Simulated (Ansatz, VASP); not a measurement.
**Two plane-wave programs on Ag3Sb2**

```
Ag Sb
1.0
     3.90161    0.00000    0.00000
     0.00000    3.90161    0.00000
     0.00000    0.00000    8.10084
Ag Sb
3 2
Direct
  0.50000 0.50000 0.66649
  0.50000 0.50000 0.33351
  0.50000 0.50000 0.00000
  0.00000 0.00000 0.00000
  0.00000 0.00000 0.50000
```

Alike in both runs: functional PBE; k mesh 4 × 4 × 2; occupations gaussian, width 0.2 eV; no spin polarisation.

Ansatz relaxed the structure, and its values are those at the end. VASP's run is a single point on that final structure, the one shown.

|  | VASP | Ansatz |
| --- | --- | --- |
| version | VASP 6.6.1 | Ansatz 0.2.0 |
| potentials or method | VASP PAW PBE potentials, release 64 (Ag, Sb), cutoff 500 eV | scalar-relativistic, plane waves, PAW |
| valence electrons in the cell | 43 | 87 |

|  | VASP | Ansatz | Ansatz less VASP |
| --- | --- | --- | --- |
| gap on the k mesh at the Fermi level (eV) | none | none | - |
| pressure (GPa) | -0.1 | 0.0 | +0.12 |

A gap of «none» marks a metal or a gap that the smearing closes. VASP's potentials hold 43 valence electrons a cell and Ansatz's 87, so a difference there can come from the potentials and not from the codes.

The k mesh is coarse, so the values compare programs but aren't converged. Neither program's run includes spin-orbit coupling.
